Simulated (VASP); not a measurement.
Set up this calculation in VASP 6.6.1, as the native input.

```yaml
Task: single point
Functional: PBE
Potentials_or_basis: VASP PAW PBE potentials, release 64 (Rb_sv)
Cutoff: 520 eV
k_mesh: 10 × 10 × 10
Occupations: gaussian, width 0.1 eV
Spin: no spin polarisation
Dipole_correction: no
Further_INCAR_settings: ALGO = Fast; EDIFF = 1e-06; NBANDS = 16
```

The structure of Rb lies in POSCAR:

```
Rb
1.0
    5.6705610774      0.0000000000      0.0000000000
    0.0000000000      5.6705610774      0.0000000000
    0.0000000000      0.0000000000      5.6705610774
Rb
2
Direct
    0.0000000000      0.0000000000      0.0000000000
    0.5000000000      0.5000000000      0.5000000000
```

The input as run:

INCAR

```
SYSTEM = Rb
ALGO = Fast
EDIFF = 1E-6
ENCUT = 520
GGA = PE
ISIF = 2
ISMEAR = 0
LASPH = .TRUE.
LCHARG = .FALSE.
LREAL = .FALSE.
LWAVE = .FALSE.
NBANDS = 16
NELM = 100
PREC = Accurate
SIGMA = 0.1
```

KPOINTS

```
k-points
0
G
  10 10 10
  0 0 0
```

Potentials or basis: VASP PAW PBE potentials, release 64 (Rb_sv).

The run is started by

```bash
$ cat potpaw_PBE.64/Rb_sv/POTCAR > POTCAR
$ mpirun -np 1 vasp_std > vasp.out
```

Results of the run:

```json
{
  "Pressure": "0.0 GPa",
  "Band gap on the k mesh": "zero (bands 9 and 10 overlap by 1.90 eV)"
}
```

Wall time 87 s on 1 thread of Intel(R) Xeon(R) Platinum 8559C (Emerald Rapids), with other jobs on the host, peak memory 0.31 GiB.
